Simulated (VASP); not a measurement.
A run of VASP 6.6.1 is set up as follows.

Contents of INCAR:

```
SYSTEM = SnO2
PREC = Accurate
ENCUT = 520
EDIFF = 1E-6
ISMEAR = 0
SIGMA = 0.02
LREAL = .FALSE.
LASPH = .TRUE.
NELM = 100
ALGO = Normal
ISIF = 2
LWAVE = .FALSE.
LCHARG = .FALSE.
GGA = PE
NBANDS = 35
```

Contents of KPOINTS:

```
Automatic mesh
0
G
  10 10 10
  0 0 0
```

File POSCAR:

```
SnO2
1.0
   -2.0261268311      2.0261268311      5.1820023734
    2.0261268311     -2.0261268311      5.1820023734
    2.0261268311      2.0261268311     -5.1820023734
Sn O
2 4
Direct
    0.0000000000      0.0000000000      0.0000000000
    0.7500000000      0.2500000000      0.5000000000
    0.9523939792      0.4523939792      0.5000000000
    0.2023939792      0.2023939792      0.0000000000
    0.5476060208      0.0476060208      0.5000000000
    0.7976060208      0.7976060208      0.0000000000
```

Potentials or basis: VASP PAW PBE potentials, release 64 (Sn_d, O).

Launch:

```bash
$ cat potpaw_PBE.64/Sn_d/POTCAR potpaw_PBE.64/O/POTCAR > POTCAR
$ mpirun -np 1 vasp_std > vasp.out
```

**Question.** What does it give for the largest force?

**Answer.** 0.025 eV/Å.

**Question.** Predict the pressure.

**Answer.** 0.5 GPa.

Forces on the atoms (eV/Å):
```
Sn   0.000  0.000  0.000
Sn   0.000  0.000  0.000
O    0.000  0.000  0.025
O    0.000  0.000  0.025
O    0.000  0.000 -0.025
O    0.000  0.000 -0.025
```
